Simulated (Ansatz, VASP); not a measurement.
**Two plane-wave programs on ZnSe**

The input INCAR:

```
SYSTEM = ZnSe
PREC = Accurate ; ENCUT = 500
EDIFF = 1E-6 ; ISMEAR = 0
SIGMA = 0.01 ; LREAL = .FALSE.
LASPH = .TRUE. ; NELM = 120
ALGO = Normal ; ISIF = 2
LWAVE = .FALSE. ; LCHARG = .FALSE.
GGA = PE ; NBANDS = 16
GGA_COMPAT = .FALSE.
```

Contents of KPOINTS:

```
regular mesh
0
G
  6 6 6
  0 0 0
```

The input POSCAR:

```
ZnSe
1.0
    0.0000000000      2.8942974333      2.8942974333
    2.8942974333      0.0000000000      2.8942974333
    2.8942974333      2.8942974333      0.0000000000
Zn Se
1 1
Direct
    0.0000000000      0.0000000000      0.0000000000
    0.2500000000      0.2500000000      0.2500000000
```

Input for Ansatz:

```yaml
crystal:
  lattice:
    - [0.0, 2.8942974333, 2.8942974333]
    - [2.8942974333, 0.0, 2.8942974333]
    - [2.8942974333, 2.8942974333, 0.0]
  atoms:
    - { symbol: Zn, position: [0.0, 0.0, 0.0] }
    - { symbol: Se, position: [0.25, 0.25, 0.25] }
kpoints:
  mp_grid: { grid: [6, 6, 6] }
hamiltonian:
  xc: pbe
scf:
  occupations: { method: fixed }
  n_extra_bands: 4
output:
  forces: true
  stress: true
  eigenvalues: true
```

Alike in both runs: task single point; functional PBE; k mesh 6 × 6 × 6; no spin polarisation.

|  | VASP | Ansatz |
| --- | --- | --- |
| version | VASP 6.6.1 | Ansatz 0.2.0 |
| potentials or method | VASP PAW PBE potentials, release 64 (Zn, Se) | plane waves, PAW |
| plane-wave cutoff (eV) | 500 | 420 |
| occupations | gaussian, width 0.01 eV | fixed |
| valence electrons in the cell | 18 | 28 |

VASP gave:

* gap on the k mesh at the Fermi level (eV): 1.04
* pressure (GPa): -1.3

Task: Which values does Ansatz return?

Result: gap on the k mesh at the Fermi level (eV): 1.04; pressure (GPa): -1.5.

VASP's potentials hold 18 valence electrons a cell and Ansatz's 28, so a difference there can come from the potentials and not from the codes.
